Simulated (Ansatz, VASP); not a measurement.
One calculation of TiAl, two programs

```
CELL_PARAMETERS angstrom
2.86726 0.00000 0.00000
-1.43363 2.48312 0.00000
0.00000 0.00000 4.67808
ATOMIC_POSITIONS crystal
Ti 0.96512 0.00000 0.00000
Al 0.33333 0.66667 0.50000
```

Alike in both runs: task single point; functional PBEsol; k mesh 18 × 18 × 10; occupations gaussian, width 0.15 eV; no spin polarisation.

|  | VASP | Ansatz |
| --- | --- | --- |
| version | VASP 6.6.1 | Ansatz 0.2.0 |
| potentials or method | VASP PAW PBE potentials, release 64 (Ti_sv, Al), cutoff 520 eV | scalar-relativistic, plane waves, PAW |
| valence electrons in the cell | 15 | 15 |

|  | VASP | Ansatz | Ansatz less VASP |
| --- | --- | --- | --- |
| gap on the k mesh at the Fermi level (eV) | none | none | - |
| pressure (GPa) | -2.8 | -2.8 | +0.01 |
| traceless stress, the component that is largest in VASP (GPa) | 1.41 | 1.41 | -0.003 |
| rms of the force components (eV/Å) | 0.113 | 0.113 | -0.0001 |

VASP's potentials were made for PBE, not for PBEsol. Atom by atom the forces differ by 0.000 eV/Å (rms over components). A gap of «none» marks a metal or a gap that the smearing closes. The functional is the same, so the differences come from potentials, cutoffs and numerics.
